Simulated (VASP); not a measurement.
# Cr (Im-3m) in VASP: further runs

Runs on Cr. Level: PBE. Tasks: single point.

All numbers are computed with VASP 6.6.1; they aren't measurements. Logs are shortened: lines on timing, memory, paths and dates and some standing lists are left out, and cuts for length are marked.

**1. The cell of the first run**

Symmetry: Im-3m, No. 229, cubic system. Conventional cell: a = 2.848 Å, b = 2.848 Å, c = 2.848 Å, α = 90.00°, β = 90.00°, γ = 90.00°. Cr (site symmetry m-3m) has 14 Cr at 2.47 to 2.85 Å within 3.3 Å.

**2. Single point, PBE, collinear spin, ferromagnetic start**

The input, INCAR:

```
SYSTEM = Cr
PREC     = Accurate       ! precision mode
ENCUT    = 520            ! plane-wave cutoff, eV
EDIFF    = 1E-7           ! SCF threshold, eV
ISMEAR   = 1              ! smearing method
SIGMA    = 1.0            ! smearing width, eV
LREAL    = .FALSE.        ! projectors in reciprocal space
LASPH    = .TRUE.         ! aspherical terms in the spheres
NELM     = 150            ! most SCF steps
ALGO     = Normal         ! electronic algorithm
ISIF     = 2              ! what is computed and relaxed
LWAVE    = .FALSE.        ! write WAVECAR
LCHARG   = .FALSE.        ! write CHGCAR
ISPIN    = 2              ! spin polarisation
MAGMOM   = 1.5            ! initial moments
LORBIT   = 11             ! projections on sites
LMAXMIX  = 4              ! l up to which the mixer works
GGA      = PE             ! functional
NBANDS   = 16             ! bands
```

The input, KPOINTS:

```
regular mesh
0
G
  15 15 15
  0 0 0
```

The input, POSCAR:

```
Cr
1.0
   -1.4240148648      1.4240148648      1.4240148648
    1.4240148648     -1.4240148648      1.4240148648
    1.4240148648      1.4240148648     -1.4240148648
Cr
1
Direct
    0.0000000000      0.0000000000      0.0000000000
```

Potentials or basis: VASP PAW PBE potentials, release 64 (Cr_pv).

Started as:

```bash
cat potpaw_PBE.64/Cr_pv/POTCAR > POTCAR
mpirun -np 1 vasp_std > vasp.out
```

OUTCAR:

```text
SYSTEM = Cr
   PREC = Accurate
   ENCUT = 520
   EDIFF = 1E-7
   ISMEAR = 1
   LREAL = .FALSE.
   LASPH = .TRUE.
   NELM = 150
   ISIF = 2
   ISPIN = 2
   LORBIT = 11
   GGA = PE

 ion  position               nearest neighbor table
   1  0.000  0.000  0.000-

  LATTYP: Found a body centered cubic cell.
 ALAT       =     2.8480297296

  Lattice vectors:

 A1 = (  -1.4240148648,   1.4240148648,   1.4240148648)
 A2 = (   1.4240148648,  -1.4240148648,   1.4240148648)
 A3 = (   1.4240148648,   1.4240148648,  -1.4240148648)

Analysis of symmetry for initial positions (statically):
=====================================================================
 Subroutine PRICEL returns:
 Original cell was already a primitive cell.

 Routine SETGRP: Setting up the symmetry group for a
 body centered cubic supercell.

 Subroutine GETGRP returns: Found 48 space group operations
 (whereof 48 operations were pure point group operations)
 out of a pool of 48 trial point group operations.

The static configuration has the point symmetry O_h .

Analysis of symmetry for dynamics (positions and initial velocities):
=====================================================================
 Subroutine PRICEL returns:
 Original cell was already a primitive cell.

 Routine SETGRP: Setting up the symmetry group for a
 body centered cubic supercell.

 Subroutine GETGRP returns: Found 48 space group operations
 (whereof 48 operations were pure point group operations)
 out of a pool of 48 trial point group operations.

The dynamic configuration has the point symmetry O_h .

Analysis of structural, dynamic, and magnetic symmetry:
=====================================================================
 Subroutine PRICEL returns:
 Original cell was already a primitive cell.

 Routine SETGRP: Setting up the symmetry group for a
 body centered cubic supercell.

 Subroutine GETGRP returns: Found 48 space group operations
 (whereof 48 operations were pure point group operations)
 out of a pool of 48 trial point group operations.

The overall configuration has the point symmetry O_h .

 Subroutine INISYM returns: Found 48 space group operations
 (whereof 48 operations are pure point group operations),
 and found     1 'primitive' translations

----------------------------------------------------------------------------------------

                                     Primitive cell

  volume of cell :      11.5506

  direct lattice vectors                    reciprocal lattice vectors
    -1.424014865  1.424014865  1.424014865     0.000000000  0.351119930  0.351119930
     1.424014865 -1.424014865  1.424014865     0.351119930  0.000000000  0.351119930
     1.424014865  1.424014865 -1.424014865     0.351119930  0.351119930  0.000000000

  length of vectors
     2.466466097  2.466466097  2.466466097     0.496558567  0.496558567  0.496558567

  position of ions in fractional coordinates (direct lattice)
     0.000000000  0.000000000  0.000000000

  ion indices of the primitive-cell ions
   primitive index   ion index
                 1           1

----------------------------------------------------------------------------------------

 KPOINTS: regular mesh

Automatic generation of k-mesh.
 Grid dimensions read from file:
 generate k-points for:   15   15   15

 Generating k-lattice:

  Cartesian coordinates                     Fractional coordinates (reciprocal lattice)
     0.000000000  0.023407995  0.023407995     0.066666667  0.000000000  0.000000000
     0.023407995  0.000000000  0.023407995     0.000000000  0.066666667  0.000000000
     0.023407995  0.023407995  0.000000000     0.000000000  0.000000000  0.066666667

  Length of vectors
     0.033103904  0.033103904  0.033103904

  Shift w.r.t. Gamma in fractional coordinates (k-lattice)
     0.000000000  0.000000000  0.000000000

 Subroutine IBZKPT returns following result:
 ===========================================

 Found    120 irreducible k-points:

 Following reciprocal coordinates:
            Coordinates               Weight
  0.000000  0.000000  0.000000      1.000000
  0.066667  0.000000  0.000000     12.000000
  0.133333  0.000000  0.000000     12.000000
  0.200000  0.000000  0.000000     12.000000
  0.266667  0.000000  0.000000     12.000000
  0.333333  0.000000  0.000000     12.000000
[... 16 lines left out ...]
  0.333333  0.200000  0.000000     48.000000
  0.400000  0.200000 -0.000000     24.000000
 [... further k-points ...]
   k-points           NKPTS =    120   k-points in BZ     NKDIM =    120   number of bands    NBANDS=     16
   number of dos      NEDOS =    301   number of ions     NIONS =      1
   total plane-waves  NPLWV =   5832
   dimension x,y,z NGX =    18 NGY =   18 NGZ =   18
   dimension x,y,z NGXF=    36 NGYF=   36 NGZF=   36
   ions per type =               1
   NGX,Y,Z   is equivalent  to a cutoff of  12.13, 12.13, 12.13 a.u.
   NGXF,Y,Z  is equivalent  to a cutoff of  24.26, 24.26, 24.26 a.u.
 SYSTEM =  Cr
   PREC   = accura    normal or accurate (medium, high low for compatibility)
   ISTART =      0    job   : 0-new  1-cont  2-samecut
   ICHARG =      2    charge: 1-file 2-atom 10-const
   ISPIN  =      2    spin polarized calculation?
   LNONCOLLINEAR =      F non collinear calculations
   LSORBIT =      F    spin-orbit coupling
   LASPH  =      T    aspherical Exc in radial PAW
   ENCUT  =  520.0 eV  38.22 Ry    6.18 a.u.   4.59  4.59  4.59*2*pi/ulx,y,z
   NELM   =    150;   NELMIN=  2; NELMDL= -5     # of ELM steps
   EDIFF  = 0.1E-06   stopping-criterion for ELM
   LREAL  =      F    real-space projection
   EDIFFG = 0.1E-05   stopping-criterion for IOM
   NSW    =      0    number of steps for IOM
   IBRION =     -1    ionic relax: 0-MD 1-quasi-New 2-CG
   NFREE  =      0    steps in history (QN), initial steepest desc. (CG)
   ISIF   =      2    stress and relaxation
   ISYM   =      2    0-nonsym 1-usesym 2-fastsym
   POTIM  = 0.5000    time-step for ionic-motion
   TEBEG  =    0.0;   TEEND  =   0.0 temperature during run
   PSTRESS=    0.0 pullay stress
   NELECT =      12.0000    total number of electrons
   NUPDOWN=      -1.0000    fix difference up-down
   EMIN   =  10.00;   EMAX   =-10.00  energy-range for DOS
   EFERMI =   0.00;   METHOD = LEGACY
   ISMEAR =     1;   SIGMA  =   1.00  broadening in eV -4-tet -1-fermi 0-gaus
   EFERMI_NEDOS =   21; number of points for ismear=-14 and -15
   IALGO  =     38    algorithm
   IMIX   =      4    mixing-type and parameters
     AMIX     =   0.40;   BMIX     =  1.00
     AMIX_MAG =   1.60;   BMIX_MAG =  1.00
  volume/ion in A,a.u.               =      11.55        77.95
  Fermi-wavevector in a.u.,A,eV,Ry     =   1.658062  3.133283 37.404716  2.749169
  Thomas-Fermi vector in A             =   2.745707
   LORBIT       =     11    0 simple, 1 ext, 2 COOP (PROOUT), +10 PAW based schemes
   GGA     = PE    functional components
   LHFCALC =     F    Hartree Fock is set to
   AEXX    =    0.0000 exact exchange contribution
   IVDW    =     0    specifies the selected vdW correction
   LEPSILON=     F    determine dielectric tensor
   LRPA    =     F    only Hartree local field effects (RPA)
 spin polarized calculation
 Methfessel and Paxton  Order N= 1 SIGMA  =   1.00
  energy-cutoff  :      520.00
  volume of cell :       11.55
 maximum number of plane-waves:       321
   NGX =  9   NGY =  9   NGZ =  9

 number of electron      11.9999994 magnetization       0.0004796

 number of electron      11.9999994 magnetization      -0.0000077

 Free energy of the ion-electron system (eV)
  ---------------------------------------------------
  ext. energy  EPLUGINS =         0.00000000
  ---------------------------------------------------
  free energy    TOTEN  =        -9.46059099 eV

  energy without entropy =       -9.62234835  energy(sigma->0) =       -9.51451011

 E-fermi :  10.9067     XC(G=0): -13.6748

 val. band max:       10.8985222931   @ k =  -0.4667   0.4667   0.0667
 cond. band min:      10.9338196664   @ k =  -0.1333   0.2000   0.0667
 fundamental gap:      0.0352973732
 Fermi energy:        10.9066692290

 spin component 1

 k-point     1 :       0.0000    0.0000    0.0000
  band No.  band energies     occupation
      1     -31.7718      1.00000
      2     -31.7718      1.00000
      3     -31.7718      1.00000
      4       3.1147      1.00000
      5      10.0488      1.00340
      6      10.0488      1.00340
[... 8 lines left out ...]
     15      40.7663      0.00000
     16      45.3266      0.00000

 k-point     2 :       0.0667    0.0000    0.0000
  band No.  band energies     occupation
      1     -31.8131      1.00000
      2     -31.7844      1.00000
      3     -31.7720      1.00000
      4       3.3098      1.00000
      5       9.9735      1.01672
      6      10.0359      1.00599
[... 8 lines left out ...]
     15      41.1870      0.00000
     16      43.3409      0.00000

 k-point     3 :       0.1333    0.0000    0.0000
  band No.  band energies     occupation
      1     -31.9291      1.00000
      2     -31.8202      1.00000
      3     -31.7727      1.00000
      4       3.8706      1.00000
      5       9.7657      1.03425
      6       9.9689      1.01740
[... 8 lines left out ...]
     15      40.9148      0.00000
     16      41.1330      0.00000
[... 362 lines left out ...]
 k-point    23 :       0.3333    0.2000    0.0000
  band No.  band energies     occupation
      1     -32.5577      1.00000
      2     -32.1639      1.00000
      3     -31.8609      1.00000
      4       7.4431      1.00001
      5       8.6166      1.00281
      6       9.6921      1.03544
[... 8 lines left out ...]
     15      40.3077      0.00000
     16      45.4000      0.00000

 k-point    24 :       0.4000    0.2000   -0.0000
  band No.  band energies     occupation
      1     -32.5724      1.00000
      2     -32.1889      1.00000
      3     -31.8627      1.00000
      4       7.4220      1.00000
      5       8.6065      1.00270
      6       9.8410      1.03067
[... 8 lines left out ...]
     15      40.2384      0.00000
     16      45.3224      0.00000

 [... further k-points ...]

 spin component 2

 k-point     1 :       0.0000    0.0000    0.0000
  band No.  band energies     occupation
      1     -31.7718      1.00000
      2     -31.7718      1.00000
      3     -31.7718      1.00000
      4       3.1147      1.00000
      5      10.0488      1.00341
      6      10.0488      1.00341
[... 8 lines left out ...]
     15      40.7663      0.00000
     16      45.3266      0.00000

 k-point     2 :       0.0667    0.0000    0.0000
  band No.  band energies     occupation
      1     -31.8131      1.00000
      2     -31.7845      1.00000
      3     -31.7720      1.00000
      4       3.3098      1.00000
      5       9.9735      1.01672
      6      10.0359      1.00600
[... 8 lines left out ...]
     15      41.1870      0.00000
     16      43.3409      0.00000

 k-point     3 :       0.1333    0.0000    0.0000
  band No.  band energies     occupation
      1     -31.9291      1.00000
      2     -31.8202      1.00000
      3     -31.7727      1.00000
      4       3.8706      1.00000
      5       9.7656      1.03425
      6       9.9689      1.01740
[... 8 lines left out ...]
     15      40.9148      0.00000
     16      41.1329      0.00000
[... 362 lines left out ...]
 k-point    23 :       0.3333    0.2000    0.0000
  band No.  band energies     occupation
      1     -32.5577      1.00000
      2     -32.1639      1.00000
      3     -31.8609      1.00000
      4       7.4431      1.00001
      5       8.6166      1.00281
      6       9.6921      1.03544
[... 8 lines left out ...]
     15      40.3077      0.00000
     16      45.3999      0.00000

 k-point    24 :       0.4000    0.2000   -0.0000
  band No.  band energies     occupation
      1     -32.5724      1.00000
      2     -32.1889      1.00000
      3     -31.8627      1.00000
      4       7.4220      1.00000
      5       8.6065      1.00270
      6       9.8410      1.03067
[... 8 lines left out ...]
     15      40.2384      0.00000
     16      45.3224      0.00000

 [... further k-points ...]

------------------------ aborting loop because EDIFF is reached ----------------------------------------

  FORCE on cell =-STRESS in cart. coord.  units (eV):
  Direction    XX          YY          ZZ          XY          YZ          ZX
  --------------------------------------------------------------------------------------
  -------------------------------------------------------------------------------------
  Total       -0.1994799     -0.1994799     -0.1994799      0.0000000      0.0000000      0.0000000
  in kB      -27.6698041    -27.6698041    -27.6698041      0.0000000      0.0000000      0.0000000
  external PRESSURE =     -27.6698041 kB  Pullay stress =       0.0000000 kB

 VOLUME and BASIS-vectors are now :
 -----------------------------------------------------------------------------
  energy-cutoff  :      520.00
  volume of cell :       11.55
      direct lattice vectors                 reciprocal lattice vectors
    -1.424014865  1.424014865  1.424014865     0.000000000  0.351119930  0.351119930
     1.424014865 -1.424014865  1.424014865     0.351119930  0.000000000  0.351119930
     1.424014865  1.424014865 -1.424014865     0.351119930  0.351119930  0.000000000

 POSITION                                       TOTAL-FORCE (eV/Angst)
 -----------------------------------------------------------------------------------
      0.00000      0.00000      0.00000        -0.000000      0.000000     -0.000000
 -----------------------------------------------------------------------------------
    total drift:                                0.000000      0.000000      0.000000

  FREE ENERGIE OF THE ION-ELECTRON SYSTEM (eV)
  ---------------------------------------------------
  free  energy   TOTEN  =        -9.4605909912 eV

  energy  without entropy=       -9.6223483516  energy(sigma->0) =       -9.51451011

 total charge

# of ion       s       p       d       tot
------------------------------------------
    1        0.441   6.403   4.214  11.058

 magnetization (x)

# of ion       s       p       d       tot
------------------------------------------
    1       -0.000   0.000  -0.000  -0.000
```

It took 54 s on 1 thread of Intel Xeon 8259CL, shared host; peak memory 0.15 GiB.

What came out:

```
Free energy                                           : -9.4606 eV
Pressure                                              : -2.8 GPa
Band gap on the k mesh                                : zero (filled and empty bands overlap)
Net moment                                            : 0.00 μB per cell
Valence electrons inside the program's atomic spheres : Cr 11.06
```

Levels at points of the mesh, in eV from the Fermi level:
Spin up:
| k point | band 3 | band 4 | band 5 | band 6 | band 7 | band 8 | band 9 | band 10 |
| --- | --- | --- | --- | --- | --- | --- | --- | --- |
| (0.00, 0.00, 0.00) | -42.68 | -7.79 | -0.86 | -0.86 | -0.86 | 1.19 | 1.19 | 7.15 |
Spin down:
| k point | band 4 | band 5 | band 6 | band 7 | band 8 | band 9 |
| --- | --- | --- | --- | --- | --- | --- |
| (0.00, 0.00, 0.00) | -7.79 | -0.86 | -0.86 | -0.86 | 1.19 | 1.19 |

Caveat: so wide a smearing shifts energies and pressures; an empty level that is flat over the whole mesh can mark a ghost state of the potentials, or a narrow d or f band.

(Part 1 of 2 ends here.)
